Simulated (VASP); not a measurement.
# Ti5Si (I4/mmm) in VASP: single point with PBE

Aim: the single point of Ti5Si with PBE.

Everything below comes from runs of VASP 6.6.1. Logs are shortened: lines on timing, memory, paths and dates and some standing lists are left out, and cuts for length are marked.

## Step 1: The cell of the first run

The structure is tetragonal, space group I4/mmm (No. 139). The conventional cell has a = 4.867 Å, b = 4.867 Å, c = 9.873 Å, α = 90.00°, β = 90.00°, γ = 90.00°. Within 3.2 Å of Ti (site symmetry 4/mmm) lie 6 Ti at 2.43 to 2.54 Å. Within 3.2 Å of Ti (site symmetry mmm) lie 2 Ti at 2.43 Å and 2 Si at 2.43 Å. Within 3.2 Å of Ti (site symmetry 4mm) lie 1 Si at 2.40 Å and 1 Ti at 2.54 Å. Si (site symmetry 4/mmm) has 6 Ti at 2.40 to 2.43 Å within 3.2 Å.

The cell was built from a structure type or drawn by symmetry, and may not be a known phase.

## Step 2: Single point, PBE

INCAR reads:

```
PREC = Accurate ; ENCUT = 520
EDIFF = 1E-6 ; ISMEAR = 0
SIGMA = 0.1 ; LREAL = F
LASPH = T ; NELM = 100
ALGO = Fast ; ISIF = 2
LWAVE = F ; LCHARG = F
GGA = PE ; NBANDS = 41
```

KPOINTS reads:

```
regular mesh
0
Gamma
  12 12 12
```

POSCAR reads:

```
Ti5Si
1.0
   -2.4332938296      2.4332938296      4.9366846058
    2.4332938296     -2.4332938296      4.9366846058
    2.4332938296      2.4332938296     -4.9366846058
Ti Si
5 1
Direct
    0.0000000000      0.0000000000      0.0000000000
    0.5000000000      0.0000000000      0.5000000000
    0.0000000000      0.5000000000      0.5000000000
    0.7427092863      0.7427092863      0.0000000000
    0.2572907137      0.2572907137      0.0000000000
    0.5000000000      0.5000000000      0.0000000000
```

Potentials or basis: VASP PAW PBE potentials, release 64 (Ti_sv, Si).

Command:

```sh
> cat potpaw_PBE.64/Ti_sv/POTCAR potpaw_PBE.64/Si/POTCAR > POTCAR
> mpirun -np 1 vasp_std > vasp.out
```

OUTCAR:

```text
PREC = Accurate
   ENCUT = 520
   EDIFF = 1E-6
   ISMEAR = 0
   LREAL = F
   LASPH = T
   NELM = 100
   ISIF = 2
   GGA = PE

 ion  position               nearest neighbor table
   1  0.000  0.000  0.000-   2 2.43   3 2.43   3 2.43   2 2.43   4 2.54   5 2.54
   2  0.500  0.000  0.500-   1 2.43   6 2.43   6 2.43   1 2.43
   3  0.000  0.500  0.500-   1 2.43   6 2.43   1 2.43   6 2.43
   4  0.743  0.743  0.000-   6 2.40   1 2.54
   5  0.257  0.257  0.000-   6 2.40   1 2.54
   6  0.500  0.500  0.000-   4 2.40   5 2.40   2 2.43   3 2.43   2 2.43   3 2.43

  LATTYP: Found a body centered tetragonal cell.
 ALAT       =     4.8665876592
 C/A-ratio  =     2.0288074320

  Lattice vectors:

 A1 = (  -2.4332938296,   2.4332938296,   4.9366846058)
 A2 = (   2.4332938296,  -2.4332938296,   4.9366846058)
 A3 = (   2.4332938296,   2.4332938296,  -4.9366846058)

Analysis of symmetry for initial positions (statically):
=====================================================================
 Subroutine PRICEL returns:
 Original cell was already a primitive cell.

 Routine SETGRP: Setting up the symmetry group for a
 body centered tetragonal supercell.

 Subroutine GETGRP returns: Found 16 space group operations
 (whereof 16 operations were pure point group operations)
 out of a pool of 16 trial point group operations.

The static configuration has the point symmetry D_4h.

Analysis of symmetry for dynamics (positions and initial velocities):
=====================================================================
 Subroutine PRICEL returns:
 Original cell was already a primitive cell.

 Routine SETGRP: Setting up the symmetry group for a
 body centered tetragonal supercell.

 Subroutine GETGRP returns: Found 16 space group operations
 (whereof 16 operations were pure point group operations)
 out of a pool of 16 trial point group operations.

The dynamic configuration has the point symmetry D_4h.

 Subroutine INISYM returns: Found 16 space group operations
 (whereof 16 operations are pure point group operations),
 and found     1 'primitive' translations

----------------------------------------------------------------------------------------

                                     Primitive cell

  volume of cell :     116.9188

  direct lattice vectors                    reciprocal lattice vectors
    -2.433293830  2.433293830  4.936684606     0.000000000  0.205482788  0.101282549
     2.433293830 -2.433293830  4.936684606     0.205482788  0.000000000  0.101282549
     2.433293830  2.433293830 -4.936684606     0.205482788  0.205482788  0.000000000

  length of vectors
     6.017698283  6.017698283  6.017698283     0.229088042  0.229088042  0.290596546

  position of ions in fractional coordinates (direct lattice)
     0.000000000  0.000000000  0.000000000
     0.500000000  0.000000000  0.500000000
     0.000000000  0.500000000  0.500000000
     0.742709286  0.742709286  0.000000000
     0.257290714  0.257290714  0.000000000
     0.500000000  0.500000000  0.000000000

  ion indices of the primitive-cell ions
   primitive index   ion index
                 1           1
                 2           2
                 3           3
                 4           4
                 5           5
                 6           6

----------------------------------------------------------------------------------------

 KPOINTS: regular mesh

Automatic generation of k-mesh.
 Grid dimensions read from file:
 generate k-points for:   12   12   12

 Generating k-lattice:

  Cartesian coordinates                     Fractional coordinates (reciprocal lattice)
     0.000000000  0.017123566  0.008440212     0.083333333  0.000000000  0.000000000
     0.017123566  0.000000000  0.008440212     0.000000000  0.083333333  0.000000000
     0.017123566  0.017123566  0.000000000     0.000000000  0.000000000  0.083333333

  Length of vectors
     0.019090670  0.019090670  0.024216379

  Shift w.r.t. Gamma in fractional coordinates (k-lattice)
     0.000000000  0.000000000  0.000000000

 Subroutine IBZKPT returns following result:
 ===========================================

 Found    163 irreducible k-points:

 Following reciprocal coordinates:
            Coordinates               Weight
  0.000000  0.000000  0.000000      1.000000
  0.083333 -0.000000  0.000000      8.000000
  0.166667 -0.000000  0.000000      8.000000
  0.250000 -0.000000  0.000000      8.000000
  0.333333  0.000000  0.000000      8.000000
  0.416667  0.000000 -0.000000      8.000000
[... 16 lines left out ...]
  0.500000  0.166667  0.000000     16.000000
 -0.416667  0.166667  0.000000     16.000000
 [... further k-points ...]
   k-points           NKPTS =    163   k-points in BZ     NKDIM =    163   number of bands    NBANDS=     41
   number of dos      NEDOS =    301   number of ions     NIONS =      6
   total plane-waves  NPLWV = 110592
   dimension x,y,z NGX =    48 NGY =   48 NGZ =   48
   dimension x,y,z NGXF=    96 NGYF=   96 NGZF=   96
   ions per type =               5   1
   NGX,Y,Z   is equivalent  to a cutoff of  13.26, 13.26, 13.26 a.u.
   NGXF,Y,Z  is equivalent  to a cutoff of  26.52, 26.52, 26.52 a.u.
 SYSTEM =  unknown system
   PREC   = accura    normal or accurate (medium, high low for compatibility)
   ISTART =      0    job   : 0-new  1-cont  2-samecut
   ICHARG =      2    charge: 1-file 2-atom 10-const
   ISPIN  =      1    spin polarized calculation?
   LNONCOLLINEAR =      F non collinear calculations
   LSORBIT =      F    spin-orbit coupling
   LASPH  =      T    aspherical Exc in radial PAW
   ENCUT  =  520.0 eV  38.22 Ry    6.18 a.u.  11.19 11.19 11.19*2*pi/ulx,y,z
   NELM   =    100;   NELMIN=  2; NELMDL= -5     # of ELM steps
   EDIFF  = 0.1E-05   stopping-criterion for ELM
   LREAL  =      F    real-space projection
   EDIFFG = 0.1E-04   stopping-criterion for IOM
   NSW    =      0    number of steps for IOM
   IBRION =     -1    ionic relax: 0-MD 1-quasi-New 2-CG
   NFREE  =      0    steps in history (QN), initial steepest desc. (CG)
   ISIF   =      2    stress and relaxation
   ISYM   =      2    0-nonsym 1-usesym 2-fastsym
   POTIM  = 0.5000    time-step for ionic-motion
   TEBEG  =    0.0;   TEEND  =   0.0 temperature during run
   PSTRESS=    0.0 pullay stress
   NELECT =      64.0000    total number of electrons
   NUPDOWN=      -1.0000    fix difference up-down
   EMIN   =  10.00;   EMAX   =-10.00  energy-range for DOS
   EFERMI =   0.00;   METHOD = LEGACY
   ISMEAR =     0;   SIGMA  =   0.10  broadening in eV -4-tet -1-fermi 0-gaus
   EFERMI_NEDOS =   21; number of points for ismear=-14 and -15
   IALGO  =     68    algorithm
   IMIX   =      4    mixing-type and parameters
     AMIX     =   0.40;   BMIX     =  1.00
     AMIX_MAG =   1.60;   BMIX_MAG =  1.00
  volume/ion in A,a.u.               =      19.49       131.50
  Fermi-wavevector in a.u.,A,eV,Ry     =   1.339183  2.530689 24.400847  1.793412
  Thomas-Fermi vector in A             =   2.467595
   LORBIT       =      0    0 simple, 1 ext, 2 COOP (PROOUT), +10 PAW based schemes
   GGA     = PE    functional components
   LHFCALC =     F    Hartree Fock is set to
   AEXX    =    0.0000 exact exchange contribution
   IVDW    =     0    specifies the selected vdW correction
   LEPSILON=     F    determine dielectric tensor
   LRPA    =     F    only Hartree local field effects (RPA)
 non-spin polarized calculation
 RMM-DIIS sequential band-by-band and
 Gauss-broadening in eV      SIGMA  =   0.10
  energy-cutoff  :      520.00
  volume of cell :      116.92
 maximum number of plane-waves:      3175
 NGX is ok and might be reduce to    48
   NGX = 23   NGY = 23   NGZ = 23

 number of electron      63.9999997 magnetization

 Free energy of the ion-electron system (eV)
  ---------------------------------------------------
  ext. energy  EPLUGINS =         0.00000000
  ---------------------------------------------------
  free energy    TOTEN  =       -41.40725060 eV

  energy without entropy =      -41.37936764  energy(sigma->0) =      -41.39330912

 E-fermi :   6.6281     XC(G=0): -10.6102

 val. band max:        6.6204922113   @ k =  -0.4167   0.5000   0.1667
 cond. band min:       6.6305668229   @ k =  -0.3333  -0.4167   0.3333
 fundamental gap:      0.0100746116
 Fermi energy:         6.6281377332

 k-point     1 :       0.0000    0.0000    0.0000
  band No.  band energies     occupation
      1     -50.5189      2.00000
      2     -50.5070      2.00000
      3     -49.9444      2.00000
      4     -49.8799      2.00000
      5     -49.2160      2.00000
      6     -26.8494      2.00000
[... 33 lines left out ...]
     40       8.8787      0.00000
     41       9.2466      0.00000

 k-point     2 :       0.0833   -0.0000    0.0000
  band No.  band energies     occupation
      1     -50.5187      2.00000
      2     -50.5072      2.00000
      3     -49.9427      2.00000
      4     -49.8801      2.00000
      5     -49.2179      2.00000
      6     -26.8491      2.00000
[... 33 lines left out ...]
     40       8.8616      0.00000
     41       9.1722      0.00000

 k-point     3 :       0.1667   -0.0000    0.0000
  band No.  band energies     occupation
      1     -50.5181      2.00000
      2     -50.5077      2.00000
      3     -49.9377      2.00000
      4     -49.8808      2.00000
      5     -49.2230      2.00000
      6     -26.8481      2.00000
[... 33 lines left out ...]
     40       8.8828      0.00000
     41       9.1547      0.00000

 k-point     4 :       0.2500   -0.0000    0.0000
  band No.  band energies     occupation
      1     -50.5171      2.00000
      2     -50.5085      2.00000
      3     -49.9305      2.00000
      4     -49.8821      2.00000
      5     -49.2300      2.00000
      6     -26.8465      2.00000
[... 825 lines left out ...]
     40       8.2171      0.00000
     41       8.7205      0.00000

 k-point    23 :       0.5000    0.1667    0.0000
  band No.  band energies     occupation
      1     -50.5140      2.00000
      2     -50.5113      2.00000
      3     -49.9072      2.00000
      4     -49.8866      2.00000
      5     -49.2522      2.00000
      6     -26.8449      2.00000
[... 33 lines left out ...]
     40       8.2355      0.00000
     41       8.4475      0.00000

 k-point    24 :      -0.4167    0.1667    0.0000
  band No.  band energies     occupation
      1     -50.5149      2.00000
      2     -50.5105      2.00000
      3     -49.9098      2.00000
      4     -49.8857      2.00000
      5     -49.2502      2.00000
      6     -26.8472      2.00000
[... 33 lines left out ...]
     40       8.2460      0.00000
     41       8.7470      0.00000

 [... further k-points ...]

------------------------ aborting loop because EDIFF is reached ----------------------------------------

  FORCE on cell =-STRESS in cart. coord.  units (eV):
  Direction    XX          YY          ZZ          XY          YZ          ZX
  --------------------------------------------------------------------------------------
  -------------------------------------------------------------------------------------
  Total        0.0485255      0.0485255     -0.0324497      0.0000000     -0.0000000      0.0000000
  in kB        0.6649612      0.6649612     -0.4446689      0.0000000     -0.0000000      0.0000000
  external PRESSURE =       0.2950845 kB  Pullay stress =       0.0000000 kB

 VOLUME and BASIS-vectors are now :
 -----------------------------------------------------------------------------
  energy-cutoff  :      520.00
  volume of cell :      116.92
      direct lattice vectors                 reciprocal lattice vectors
    -2.433293830  2.433293830  4.936684606     0.000000000  0.205482788  0.101282549
     2.433293830 -2.433293830  4.936684606     0.205482788  0.000000000  0.101282549
     2.433293830  2.433293830 -4.936684606     0.205482788  0.205482788  0.000000000

 POSITION                                       TOTAL-FORCE (eV/Angst)
 -----------------------------------------------------------------------------------
      0.00000      0.00000      0.00000        -0.000000     -0.000000     -0.000000
      0.00000      2.43329      0.00000        -0.000000     -0.000000     -0.000000
      2.43329      0.00000      0.00000        -0.000000     -0.000000     -0.000000
      0.00000      0.00000      7.33304         0.000000      0.000000      0.016410
      0.00000      0.00000      2.54033        -0.000000     -0.000000     -0.016410
      0.00000      0.00000      4.93668        -0.000000     -0.000000      0.000000
 -----------------------------------------------------------------------------------
    total drift:                               -0.000000      0.000000      0.000000

  FREE ENERGIE OF THE ION-ELECTRON SYSTEM (eV)
  ---------------------------------------------------
  free  energy   TOTEN  =       -41.4072506003 eV

  energy  without entropy=      -41.3793676372  energy(sigma->0) =      -41.39330912
```

It took 47 min on 1 thread of Intel Xeon 6975P-C (Granite Rapids), shared host; peak memory 0.75 GiB.

Results:

```
Free energy            : -41.4073 eV
Pressure               : 0.0 GPa
Largest force          : 0.016 eV/Å
Band gap on the k mesh : zero (bands 32 and 33 overlap by 0.60 eV)
```

Forces in eV/Å, atoms in the order of the input:
```
Ti   0.000  0.000  0.000
Ti   0.000  0.000  0.000
Ti   0.000  0.000  0.000
Ti   0.000  0.000  0.016
Ti   0.000  0.000 -0.016
Si   0.000  0.000  0.000
```

Stress tensor (GPa, compression positive):
```
 0.07  0.00  0.00
 0.00  0.07  0.00
 0.00  0.00 -0.04
```

Levels at points of the mesh, in eV from the Fermi level:
| k point | band 28 | band 29 | band 30 | band 31 | band 32 | band 33 | band 34 | band 35 | band 36 | band 37 |
| --- | --- | --- | --- | --- | --- | --- | --- | --- | --- | --- |
| (0.00, 0.00, 0.00) | -1.39 | -1.28 | -1.19 | -0.54 | -0.31 | 0.14 | 0.14 | 0.29 | 0.80 | 1.50 |
| (0.50, 0.00, 0.00) | -0.74 | -0.63 | -0.55 | -0.37 | -0.35 | 0.54 | 0.79 | 0.86 | 0.94 | 1.00 |
| (0.50, 0.50, 0.00) | -0.82 | -0.50 | -0.27 | 0.06 | 0.33 | 0.55 | 0.73 | 0.83 | 0.95 | 0.96 |
| (0.50, 0.50, 0.50) | -1.38 | -1.38 | -0.88 | -0.76 | -0.54 | -0.03 | 0.88 | 0.88 | 1.09 | 1.19 |
